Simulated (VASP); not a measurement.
Here is a VASP 6.6.1 calculation.

The input INCAR:

```
ALGO = Normal ; EDIFF = 1E-7
ENCUT = 520 ; GGA = PE
ISIF = 2 ; ISMEAR = -1
LASPH = True ; LCHARG = True
LELF = True ; LREAL = False
LVHAR = True ; LWAVE = False
NBANDS = 18 ; NELM = 80
PREC = Accurate ; SIGMA = 0.02
```

Contents of KPOINTS:

```
k-points
0
Gamma
  12 12 6
```

POSCAR

```
LiF
1.0
    3.0810519408     -0.0394374648      0.0000000000
   -1.5746798168      2.6879879835      0.0000000000
    0.0000000000      0.0000000000      4.7852338528
Li F
2 2
Direct
    0.3358593490      0.6666753091      0.3824487699
    0.6641406510      0.3333246909      0.8824487699
    0.3376167602      0.6668955482      0.9925492301
    0.6623832398      0.3331044518      0.4925492301
```

Potentials or basis: VASP PAW PBE potentials, release 64 (Li_sv, F).

Command:

```sh
$ cat potpaw_PBE.64/Li_sv/POTCAR potpaw_PBE.64/F/POTCAR > POTCAR
$ mpirun -np 1 vasp_std > vasp.out
```

(1) Predict the band gap on the k mesh.

(2) Predict the largest force.

Answers

(1) 7.84 eV.

(2) 0.004 eV/Å.

Caveat: the cell differs from its parent crystal (shear xy strain -2.6%).
